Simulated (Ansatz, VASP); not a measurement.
Two plane-wave programs on Al5O3

```
CELL_PARAMETERS angstrom
2.66004 0.00000 0.00000
0.00000 2.66004 0.00000
0.00000 0.00000 13.55341
ATOMIC_POSITIONS crystal
Al 0.00000 0.00000 0.24224
Al 0.00000 0.00000 0.75776
Al 0.00000 0.00000 0.00000
Al 0.50000 0.50000 0.39184
Al 0.50000 0.50000 0.60816
O 0.50000 0.50000 0.08266
O 0.50000 0.50000 0.91734
O 0.00000 0.00000 0.50000
```

Change from the starting cell: species swapped into the Ti3Pd5 type (P4/mmm, No. 123).

Alike in both runs: task relaxation of cell and atoms; functional PBE; k mesh 14 × 14 × 4; occupations gaussian, width 0.1 eV; no spin polarisation.

```csv
,VASP,Ansatz
version,VASP 6.6.1,Ansatz 0.2.0
potentials or method,"VASP PAW PBE potentials, release 64 (Al, O), cutoff 600 eV","scalar-relativistic, plane waves, PAW"
valence electrons in the cell,33,33
```

```csv
,VASP,Ansatz,Ansatz less VASP
"gap on the k mesh at the Fermi level, each at its own relaxed structure (eV)",none,none,-
relaxed volume (Å³/atom),12.14,12.15,+0.013
relaxed cell length with the largest relative difference (Å),14.051,14.058,+0.0073
```

A gap of «none» marks a metal or a gap that the smearing closes.
